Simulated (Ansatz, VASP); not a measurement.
One calculation of K, two programs

File INCAR:

```
  ALGO = Normal
  EDIFF = 1E-8
  ENCUT = 520
  GGA = PE
  ISIF = 2
  ISMEAR = -1
  LASPH = T
  LCHARG = F
  LEFG = T
  LREAL = F
  LWAVE = F
  NBANDS = 10
  NELM = 60
  PREC = Accurate
  SIGMA = 0.08
```

File KPOINTS:

```
k-points
0
Gamma
  10 10 10
```

File POSCAR:

```
K
1.0
   -2.6180000000      2.6180000000      2.6180000000
    2.6180000000     -2.6180000000      2.6180000000
    2.6180000000      2.6180000000     -2.6180000000
K
1
Direct
    0.0000000000      0.0000000000      0.0000000000
```

Input for Ansatz:

```yaml
crystal:
  lattice:
    - [-2.618, 2.618, 2.618]
    - [2.618, -2.618, 2.618]
    - [2.618, 2.618, -2.618]
  atoms:
    - { symbol: K, position: [0.0, 0.0, 0.0] }
kpoints:
  mp_grid: { grid: [10, 10, 10] }
scf:
  occupations: { method: fermi_dirac, width: 0.08 }
hamiltonian:
  xc: pbe
  pseudopotentials: { kind: paw }
output:
  forces: true
  stress: true
  eigenvalues: true
  efg: { contact_densities: true }
basis:
  ecutwfc: 800
```

Alike in both runs: task electric field gradients; functional PBE; k mesh 10 × 10 × 10; occupations fermi-dirac, width 0.08 eV; no spin polarisation.

|  | VASP | Ansatz |
| --- | --- | --- |
| version | VASP 6.6.1 | Ansatz 0.2.0 |
| potentials or method | VASP PAW PBE potentials, release 64 (K_sv), cutoff 520 eV | PAW with Ansatz's default frozen-core files, scalar-relativistic |
| valence electrons in the cell | 9 | 9 |

|  | VASP | Ansatz | Ansatz less VASP |
| --- | --- | --- | --- |
| pressure (GPa) | 0.1 | 0.1 | +0.01 |

The functional is the same, so the differences come from potentials, cutoffs and numerics.
